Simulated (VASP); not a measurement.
SnO2, 6 atoms in the cell. It takes space group P4_2/mnm (No. 136, tetragonal). The conventional cell has a = 4.894 Å, b = 4.894 Å, c = 3.028 Å, α = 90.00°, β = 90.00°, γ = 90.00°. Sn (site symmetry mmm) has 6 O at 2.02 to 2.12 Å within 2.7 Å. Within 2.7 Å of O (site symmetry m2m) lie 3 Sn at 2.02 to 2.12 Å and 1 O at 2.69 Å.  This cell differs from its parent crystal: ratio of the length along z to the lengths across it x 0.92, volume and fractional coordinates fixed.

* Program: VASP 6.6.1
* Task: single point
* Functional: r2SCAN
* Potentials or basis: VASP PAW PBE potentials, release 64 (Sn_d, O)
* Cutoff: 520 eV
* k mesh: 6 × 6 × 10
* Occupations: gaussian, width 0.05 eV
* Spin: no spin polarisation
* Dipole correction: no
* Further INCAR settings: ALGO = Normal; EDIFF = 1e-06; NBANDS = 35

Potentials or basis: VASP PAW PBE potentials, release 64 (Sn_d, O).

Run with:

```console
$ cat potpaw_PBE.64/Sn_d/POTCAR potpaw_PBE.64/O/POTCAR > POTCAR
$ cp INCAR.step1 INCAR
$ mpirun -np 1 vasp_std > vasp.out
$ cp INCAR.step2 INCAR
$ mpirun -np 1 vasp_std > vasp.out
```

Hardware: 1 thread of Intel Xeon 8259CL, on a shared host.

Question: Estimate the wall time of this run.

Answer: Wall time 11 min on 1 thread of Intel Xeon 8259CL (shared host), peak memory 0.26 GiB. Counts: k points 60.
